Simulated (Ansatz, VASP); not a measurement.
**InO in VASP and in Ansatz**

Contents of INCAR:

```
  PREC = Accurate
  ENCUT = 520
  EDIFF = 1E-7
  ISMEAR = 0
  SIGMA = 0.03
  LREAL = F
  LASPH = T
  NELM = 100
  ALGO = Normal
  ISIF = 2
  LWAVE = F
  LCHARG = F
  GGA = PE
  NBANDS = 27
```

KPOINTS

```
Automatic mesh
0
Gamma
  12 12 4
```

The input POSCAR:

```
InO
1.0
    3.6458667838      0.0000000000      0.0000000000
   -1.8229333919      3.1574132536      0.0000000000
    0.0000000000      0.0000000000     14.2467935377
In O
2 2
Direct
    0.6666666667      0.3333333333      0.5900210000
    0.6666666667      0.3333333333      0.4099790000
    0.0000000000      0.0000000000      0.6398670000
    0.0000000000      0.0000000000      0.3601330000
```

Input for Ansatz:

```yaml
crystal:
  lattice:
    - [3.6458667838, 0.0, 0.0]
    - [-1.8229333919, 3.1574132536, 0.0]
    - [0.0, 0.0, 14.2467935377]
  atoms:
    - { symbol: In, position: [0.6666666667, 0.3333333333, 0.590021] }
    - { symbol: In, position: [0.6666666667, 0.3333333333, 0.409979] }
    - { symbol: O, position: [0.0, 0.0, 0.639867] }
    - { symbol: O, position: [0.0, 0.0, 0.360133] }
basis:
  ecutwfc: 420
kpoints:
  mp_grid: { grid: [12, 12, 4] }
hamiltonian:
  xc: pbe
scf:
  occupations: { method: gaussian, width: 0.03 }
output:
  forces: true
  stress: true
  eigenvalues: true
```

Alike in both runs: task single point; functional PBE; k mesh 12 × 12 × 4; occupations gaussian, width 0.03 eV; no spin polarisation.

|  | VASP | Ansatz |
| --- | --- | --- |
| version | VASP 6.6.1 | Ansatz 0.2.0 |
| potentials or method | VASP PAW PBE potentials, release 64 (In_d, O), cutoff 520 eV | scalar-relativistic, plane waves, PAW |
| valence electrons in the cell | 38 | 38 |

VASP gave:

```
gap on the k mesh at the Fermi level (eV) : 0.26
least direct gap on the mesh (eV)         : 0.83
rms of the force components (eV/Å)        : 0.944
```

Q: What did Ansatz give for the same quantities?

A: gap on the k mesh at the Fermi level (eV): 0.28; least direct gap on the mesh (eV): 0.84; rms of the force components (eV/Å): 0.954.

Atom by atom the forces differ by 0.015 eV/Å (rms over components). With one functional, cell and mesh, what is left measures potentials, basis and numerics.
